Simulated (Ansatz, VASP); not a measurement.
**One calculation of Zr, two programs**

File INCAR:

```
SYSTEM = Zr
PREC     = Accurate       ! precision mode
ENCUT    = 520            ! plane-wave cutoff, eV
EDIFF    = 1E-6           ! SCF threshold, eV
ISMEAR   = -1             ! smearing method
SIGMA    = 0.1            ! smearing width, eV
LREAL    = .FALSE.        ! projectors in reciprocal space
LASPH    = .TRUE.         ! aspherical terms in the spheres
NELM     = 80             ! most SCF steps
ALGO     = Normal         ! electronic algorithm
ISIF     = 2              ! what is computed and relaxed
LWAVE    = .FALSE.        ! write WAVECAR
LCHARG   = .FALSE.        ! write CHGCAR
GGA      = B5             ! functional
ALDAX    = 1.0          
AGGAX    = 1.0          
AGGAC    = 1.0          
ALDAC    = 0.0          
NBANDS   = 12             ! bands
```

Contents of KPOINTS:

```
Automatic mesh
0
G
  14 14 14
  0 0 0
```

Contents of POSCAR:

```
Zr
1.0
   -1.7609515111      1.7609515111      1.7609515111
    1.7609515111     -1.7609515111      1.7609515111
    1.7609515111      1.7609515111     -1.7609515111
Zr
1
Direct
    0.0000000000      0.0000000000      0.0000000000
```

Input for Ansatz:

```yaml
crystal:
  lattice:
    - [-1.7609515111, 1.7609515111, 1.7609515111]
    - [1.7609515111, -1.7609515111, 1.7609515111]
    - [1.7609515111, 1.7609515111, -1.7609515111]
  atoms:
    - { symbol: Zr, position: [0.0, 0.0, 0.0] }
hamiltonian:
  xc: blyp
  pseudopotentials:
    kind: paw
    azcp:
      Zr: "pseudopotentials/Zr.paw.azcp"
basis:
  ecutwfc: 420
  fft_grid_basis: typed
kpoints:
  mp_grid: { grid: [14, 14, 14], shift: [0, 0, 0] }
magnetization:
  spin_polarized: false
scf:
  occupations: { method: fermi_dirac, width: 0.1 }
  lower_state_search: "off"
output:
  stress: true
```

Alike in both runs: task single point; functional BLYP; k mesh 14 × 14 × 14; occupations fermi-dirac, width 0.1 eV; no spin polarisation.

```csv
,VASP,Ansatz
version,VASP 6.6.1,Ansatz 0.2.0
potentials or method,"VASP PAW PBE potentials, release 64 (Zr_sv), cutoff 520 eV","plane waves (420 eV) with PAW, scalar-relativistic"
valence electrons in the cell,12,12
```

```csv
,VASP,Ansatz,Ansatz less VASP
pressure (GPa),7.9,7.7,-0.13
```

VASP's potentials were made for PBE, not for BLYP.
